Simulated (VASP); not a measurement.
# CaTl4O3 (R-3m) in VASP: single point with PBE

Aim: the single point of CaTl4O3 with PBE.

All numbers are computed with VASP 6.6.1; they aren't measurements. Logs are shortened: lines on timing, memory, paths and dates and some standing lists are left out, and cuts for length are marked.

### 1 The cell of the first run

The structure is trigonal, space group R-3m (No. 166). The conventional cell has a = 3.545 Å, b = 3.545 Å, c = 48.872 Å, α = 90.00°, β = 90.00°, γ = 120.00°. Ca (site symmetry -3m) has 6 O at 2.42 Å within 3.2 Å. Tl (site symmetry 3m) has 3 O at 2.60 Å within 3.4 Å. Tl (site symmetry 3m) has 3 O at 2.56 Å within 3.4 Å. Within 3.3 Å of O (site symmetry 3m) lie 3 Ca at 2.42 Å and 3 Tl at 2.60 Å and 3 O at 3.29 Å. O (site symmetry -3m) has 6 Tl at 2.56 Å within 3.4 Å.

### 2 Single point, PBE

Contents of INCAR:

```
ALGO = Normal
EDIFF = 1E-6
ENCUT = 520
GGA = PE
ISIF = 2
ISMEAR = 0
LASPH = True
LCHARG = True
LELF = True
LREAL = False
LVHAR = True
LWAVE = False
NBANDS = 50
NELM = 60
PREC = Accurate
SIGMA = 0.1
```

Contents of KPOINTS:

```
k-points
0
Gamma
  6 6 6
```

Contents of POSCAR:

```
CaTl4O3
1.0
   -1.7726507749      3.0703212063      0.0000000000
   -3.5453015499      0.0000000000      0.0000000000
   -1.7726507749      1.0234404021     16.2907085369
Ca Tl O
1 4 3
Direct
    0.5000000000      0.5000000000      0.5000000000
    0.8923757878      0.8923757878      0.3228726365
    0.1076242122      0.1076242122      0.6771273635
    0.6981721608      0.6981721608      0.9054835175
    0.3018278392      0.3018278392      0.0945164825
    0.8069512099      0.8069512099      0.5791463703
    0.1930487901      0.1930487901      0.4208536297
    1.0000000000      1.0000000000      0.0000000000
```

Potentials or basis: VASP PAW PBE potentials, release 64 (Ca_sv, Tl_d, O).

Launch:

```console
> cat potpaw_PBE.64/Ca_sv/POTCAR potpaw_PBE.64/Tl_d/POTCAR potpaw_PBE.64/O/POTCAR > POTCAR
> mpirun -np 1 vasp_std > vasp.out
```

OUTCAR:

```text
EDIFF = 1E-6
   ENCUT = 520
   GGA = PE
   ISIF = 2
   ISMEAR = 0
   LASPH = True
   LREAL = False
   NELM = 60
   PREC = Accurate

 ion  position               nearest neighbor table
   1  0.500  0.500  0.500-   6 2.42   7 2.42   7 2.42   6 2.42   6 2.42   7 2.42   2 3.54   3 3.54
                             2 3.54   3 3.54   2 3.54   3 3.54
   2  0.892  0.892  0.323-   7 2.60   7 2.60   7 2.60   1 3.54   1 3.54   1 3.54
   3  0.108  0.108  0.677-   6 2.60   6 2.60   6 2.60   1 3.54   1 3.54   1 3.54
   4  0.698  0.698  0.905-   8 2.56   8 2.56   8 2.56   5 3.70   5 3.70   5 3.70
   5  0.302  0.302  0.095-   8 2.56   8 2.56   8 2.56   4 3.70   4 3.70   4 3.70
   6  0.807  0.807  0.579-   1 2.42   1 2.42   1 2.42   3 2.60   3 2.60   3 2.60
   7  0.193  0.193  0.421-   1 2.42   1 2.42   1 2.42   2 2.60   2 2.60   2 2.60
   8  0.000  0.000  0.000-   4 2.56   5 2.56   5 2.56   4 2.56   4 2.56   5 2.56

  LATTYP: Found a trigonal (rhomboedric) cell.
 ALAT       =    16.4187973269
 COS(alpha) =     0.9766872406

  Lattice vectors:

 A1 = (   0.0000000000,  -2.0468808042,  16.2907085369)
 A2 = (   1.7726507750,   1.0234404021,  16.2907085369)
 A3 = (  -1.7726507749,   1.0234404021,  16.2907085369)

Analysis of symmetry for initial positions (statically):
=====================================================================
 Subroutine PRICEL returns:
 Original cell was already a primitive cell.

 Routine SETGRP: Setting up the symmetry group for a
 trigonal (rhombohedral) supercell.

 Subroutine GETGRP returns: Found 12 space group operations
 (whereof 12 operations were pure point group operations)
 out of a pool of 12 trial point group operations.

The static configuration has the point symmetry D_3d.

Analysis of symmetry for dynamics (positions and initial velocities):
=====================================================================
 Subroutine PRICEL returns:
 Original cell was already a primitive cell.

 Routine SETGRP: Setting up the symmetry group for a
 trigonal (rhombohedral) supercell.

 Subroutine GETGRP returns: Found 12 space group operations
 (whereof 12 operations were pure point group operations)
 out of a pool of 12 trial point group operations.

The dynamic configuration has the point symmetry D_3d.

 Subroutine INISYM returns: Found 12 space group operations
 (whereof 12 operations are pure point group operations),
 and found     1 'primitive' translations

----------------------------------------------------------------------------------------

                                     Primitive cell

  volume of cell :     177.3279

  direct lattice vectors                    reciprocal lattice vectors
    -1.772650775  3.070321206  0.000000000     0.000000000  0.325698822 -0.020461561
    -3.545301550  0.000000000  0.000000000    -0.282063454 -0.162849411 -0.020461561
    -1.772650775  1.023440402 16.290708537     0.000000000  0.000000000  0.061384684

  length of vectors
     3.545301550  3.545301550 16.418797327     0.326340923  0.326340923  0.061384684

  position of ions in fractional coordinates (direct lattice)
     0.500000000  0.500000000  0.500000000
     0.892375788  0.892375788  0.322872637
     0.107624212  0.107624212  0.677127363
     0.698172161  0.698172161  0.905483518
     0.301827839  0.301827839  0.094516482
     0.806951210  0.806951210  0.579146370
     0.193048790  0.193048790  0.420853630
     0.000000000  0.000000000  0.000000000

  ion indices of the primitive-cell ions
   primitive index   ion index
                 1           1
                 2           2
                 3           3
                 4           4
                 5           5
                 6           6
                 7           7
                 8           8

----------------------------------------------------------------------------------------

 KPOINTS: k-points

Automatic generation of k-mesh.
 Grid dimensions read from file:
 generate k-points for:    6    6    6

 Generating k-lattice:

  Cartesian coordinates                     Fractional coordinates (reciprocal lattice)
     0.000000000  0.054283137 -0.003410260     0.166666667  0.000000000 -0.000000000
    -0.047010576 -0.027141568 -0.003410260     0.000000000  0.166666667  0.000000000
     0.000000000  0.000000000  0.010230781     0.000000000  0.000000000  0.166666667

  Length of vectors
     0.054390154  0.054390154  0.010230781

  Shift w.r.t. Gamma in fractional coordinates (k-lattice)
     0.000000000  0.000000000  0.000000000

 Subroutine IBZKPT returns following result:
 ===========================================

 Found     32 irreducible k-points:

 Following reciprocal coordinates:
            Coordinates               Weight
  0.000000  0.000000  0.000000      1.000000
  0.166667  0.000000  0.000000      6.000000
  0.333333  0.000000  0.000000      6.000000
  0.500000  0.000000  0.000000      3.000000
  0.166667  0.166667  0.000000      6.000000
  0.333333  0.166667  0.000000     12.000000
[... 16 lines left out ...]
 -0.166667  0.500000  0.166667     12.000000
 -0.333333 -0.333333  0.166667      6.000000
 [... further k-points ...]
   k-points           NKPTS =     32   k-points in BZ     NKDIM =     32   number of bands    NBANDS=     50
   number of dos      NEDOS =    301   number of ions     NIONS =      8
   total plane-waves  NPLWV =  98784
   dimension x,y,z NGX =    28 NGY =   28 NGZ =  126
   dimension x,y,z NGXF=    56 NGYF=   56 NGZF=  252
   ions per type =               1   4   3
   NGX,Y,Z   is equivalent  to a cutoff of  13.13, 13.13, 12.76 a.u.
   NGXF,Y,Z  is equivalent  to a cutoff of  26.26, 26.26, 25.52 a.u.
 SYSTEM =  unknown system
   PREC   = accura    normal or accurate (medium, high low for compatibility)
   ISTART =      0    job   : 0-new  1-cont  2-samecut
   ICHARG =      2    charge: 1-file 2-atom 10-const
   ISPIN  =      1    spin polarized calculation?
   LNONCOLLINEAR =      F non collinear calculations
   LSORBIT =      F    spin-orbit coupling
   LASPH  =      T    aspherical Exc in radial PAW
   ENCUT  =  520.0 eV  38.22 Ry    6.18 a.u.   6.59  6.59 30.53*2*pi/ulx,y,z
   NELM   =     60;   NELMIN=  2; NELMDL= -5     # of ELM steps
   EDIFF  = 0.1E-05   stopping-criterion for ELM
   LREAL  =      F    real-space projection
   EDIFFG = 0.1E-04   stopping-criterion for IOM
   NSW    =      0    number of steps for IOM
   IBRION =     -1    ionic relax: 0-MD 1-quasi-New 2-CG
   NFREE  =      0    steps in history (QN), initial steepest desc. (CG)
   ISIF   =      2    stress and relaxation
   ISYM   =      2    0-nonsym 1-usesym 2-fastsym
   POTIM  = 0.5000    time-step for ionic-motion
   TEBEG  =    0.0;   TEEND  =   0.0 temperature during run
   PSTRESS=    0.0 pullay stress
   NELECT =      80.0000    total number of electrons
   NUPDOWN=      -1.0000    fix difference up-down
   EMIN   =  10.00;   EMAX   =-10.00  energy-range for DOS
   EFERMI =   0.00;   METHOD = LEGACY
   ISMEAR =     0;   SIGMA  =   0.10  broadening in eV -4-tet -1-fermi 0-gaus
   EFERMI_NEDOS =   21; number of points for ismear=-14 and -15
   IALGO  =     38    algorithm
   IMIX   =      4    mixing-type and parameters
     AMIX     =   0.40;   BMIX     =  1.00
     AMIX_MAG =   1.60;   BMIX_MAG =  1.00
  volume/ion in A,a.u.               =      22.17       149.58
  Fermi-wavevector in a.u.,A,eV,Ry     =   1.255584  2.372710 21.449471  1.576492
  Thomas-Fermi vector in A             =   2.389334
   LORBIT       =      0    0 simple, 1 ext, 2 COOP (PROOUT), +10 PAW based schemes
   GGA     = PE    functional components
   LHFCALC =     F    Hartree Fock is set to
   AEXX    =    0.0000 exact exchange contribution
   IVDW    =     0    specifies the selected vdW correction
   LEPSILON=     F    determine dielectric tensor
   LRPA    =     F    only Hartree local field effects (RPA)
 non-spin polarized calculation
 Gauss-broadening in eV      SIGMA  =   0.10
  energy-cutoff  :      520.00
  volume of cell :      177.33
 maximum number of plane-waves:      4855
 NGX is ok and might be reduce to    28
   NGX = 13   NGY = 13   NGZ = 61

 number of electron      80.0000016 magnetization

 Free energy of the ion-electron system (eV)
  ---------------------------------------------------
  ext. energy  EPLUGINS =         0.00000000
  ---------------------------------------------------
  free energy    TOTEN  =       -35.20021879 eV

  energy without entropy =      -35.20021879  energy(sigma->0) =      -35.20021879

 E-fermi :   3.9765     XC(G=0):  -9.5749

 val. band max:        3.5097996291   @ k =   0.5000   0.5000   0.0000
 cond. band min:       4.4668765837   @ k =   0.5000   0.5000   0.0000
 fundamental gap:      0.9570769546
 Fermi energy:         3.9764624633

 k-point     1 :       0.0000    0.0000    0.0000
  band No.  band energies     occupation
      1     -34.6930      2.00000
      2     -16.0850      2.00000
      3     -15.5749      2.00000
      4     -15.5749      2.00000
      5     -12.9770      2.00000
      6     -12.6848      2.00000
[... 42 lines left out ...]
     49      11.6936      0.00000
     50      12.5598      0.00000

 k-point     2 :       0.1667    0.0000    0.0000
  band No.  band energies     occupation
      1     -34.6827      2.00000
      2     -16.0220      2.00000
      3     -15.7441      2.00000
      4     -15.5957      2.00000
      5     -12.9129      2.00000
      6     -12.5020      2.00000
[... 42 lines left out ...]
     49      10.6938      0.00000
     50      11.0448      0.00000

 k-point     3 :       0.3333    0.0000    0.0000
  band No.  band energies     occupation
      1     -34.6619      2.00000
      2     -16.0605      2.00000
      3     -15.8624      2.00000
      4     -15.6369      2.00000
      5     -12.7855      2.00000
      6     -12.3600      2.00000
[... 1102 lines left out ...]
     49       9.3056      0.00000
     50       9.6788      0.00000

 k-point    24 :      -0.3333   -0.3333    0.1667
  band No.  band energies     occupation
      1     -34.6618      2.00000
      2     -16.0605      2.00000
      3     -15.8624      2.00000
      4     -15.6369      2.00000
      5     -12.7855      2.00000
      6     -12.3599      2.00000
[... 42 lines left out ...]
     49      10.6385      0.00000
     50      10.8613      0.00000

 [... further k-points ...]

------------------------ aborting loop because EDIFF is reached ----------------------------------------

  FORCE on cell =-STRESS in cart. coord.  units (eV):
  Direction    XX          YY          ZZ          XY          YZ          ZX
  --------------------------------------------------------------------------------------
  -------------------------------------------------------------------------------------
  Total        0.0552050      0.0552050      0.0554232      0.0000000      0.0000000      0.0000000
  in kB        0.4987834      0.4987834      0.5007548      0.0000000      0.0000000      0.0000000
  external PRESSURE =       0.4994405 kB  Pullay stress =       0.0000000 kB

 VOLUME and BASIS-vectors are now :
 -----------------------------------------------------------------------------
  energy-cutoff  :      520.00
  volume of cell :      177.33
      direct lattice vectors                 reciprocal lattice vectors
    -1.772650775  3.070321206  0.000000000     0.000000000  0.325698822 -0.020461561
    -3.545301550  0.000000000  0.000000000    -0.282063454 -0.162849411 -0.020461561
    -1.772650775  1.023440402 16.290708537     0.000000000  0.000000000  0.061384684

 POSITION                                       TOTAL-FORCE (eV/Angst)
 -----------------------------------------------------------------------------------
     -3.54530      2.04688      8.14535         0.000000      0.000000      0.000000
     -5.31795      3.07032      5.25982        -0.000000     -0.000000     -0.012437
     -1.77265      1.02344     11.03088         0.000000      0.000000      0.012437
     -5.31795      3.07032     14.75097        -0.000000     -0.000000     -0.009323
     -1.77265      1.02344      1.53974         0.000000      0.000000      0.009323
     -5.31795      3.07032      9.43470         0.000000     -0.000000      0.025360
     -1.77265      1.02344      6.85600        -0.000000     -0.000000     -0.025360
      0.00000      0.00000      0.00000         0.000000     -0.000000      0.000000
 -----------------------------------------------------------------------------------
    total drift:                               -0.000000      0.000000      0.000000

  FREE ENERGIE OF THE ION-ELECTRON SYSTEM (eV)
  ---------------------------------------------------
  free  energy   TOTEN  =       -35.2002187902 eV

  energy  without entropy=      -35.2002187902  energy(sigma->0) =      -35.20021879
```

It took 4.4 min on 1 thread of AMD EPYC 7R13 (Zen 3), shared host; peak memory 0.42 GiB.

What came out:

```
Free energy            : -35.2002 eV
Pressure               : 0.0 GPa
Largest force          : 0.025 eV/Å
Band gap on the k mesh : 0.96 eV
```

Forces on the atoms (eV/Å):
```
Ca   0.000  0.000  0.000
Tl   0.000  0.000 -0.012
Tl   0.000  0.000  0.012
Tl   0.000  0.000 -0.009
Tl   0.000  0.000  0.009
O    0.000  0.000  0.025
O    0.000  0.000 -0.025
O    0.000  0.000  0.000
```

Levels at points of the mesh, in eV from the valence-band top:
```tsv
k point	band 38	band 39	band 40	band 41	band 42	band 43
(0.00, 0.00, 0.00)	-0.73	-0.73	-0.05	1.24	3.17	3.72
(0.50, 0.00, 0.00)	-1.03	-0.40	-0.02	0.99	1.94	2.05
(0.50, 0.50, 0.00)	-1.04	-0.39	0.00	0.96	1.94	2.07
(0.00, 0.00, 0.50)	-0.73	-0.63	-0.51	1.68	2.47	4.31
```

Caveat: spin-orbit coupling is left out, which moves the levels of the heavy elements. A k mesh can miss the band edges.
